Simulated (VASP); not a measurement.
A run of VASP 6.6.1:

File INCAR:

```
SYSTEM = Cu
ALGO = Normal
EDIFF = 1E-6
ENCUT = 600
GGA = PE
GGA_COMPAT = .False.
ISIF = 2
ISMEAR = 0
IVDW = 13
LASPH = .True.
LCHARG = .False.
LREAL = .False.
LWAVE = .False.
NBANDS = 12
NELM = 120
PREC = Accurate
SIGMA = 0.1
```

The input KPOINTS:

```
k-points
0
Gamma
  30 30 30
  0 0 0
```

File POSCAR:

```
Cu
1.0
    1.2832415992      0.7408798827      2.0961379869
   -1.2832415992      0.7408798827      2.0961379869
    0.0000000000     -1.4817597654      2.0961379869
Cu
1
Direct
    0.5000000000      0.5000000000      0.5000000000
```

Potentials or basis: VASP PAW PBE potentials, release 64 (Cu).

Command:

```console
$ cat potpaw_PBE.64/Cu/POTCAR > POTCAR
$ mpirun -np 1 vasp_std > vasp.out
```

Hardware: 1 thread of Intel(R) Xeon(R) Platinum 8375C CPU @ 2.90GHz (Ice Lake), on a shared host.

**Question.** Estimate the wall time of this run.

**Answer.** It took 3.6 min on 1 thread of Intel(R) Xeon(R) Platinum 8375C CPU @ 2.90GHz (Ice Lake), with other jobs on the host, peak memory 0.52 GiB. Counts: scf iterations 12, k points 2496.
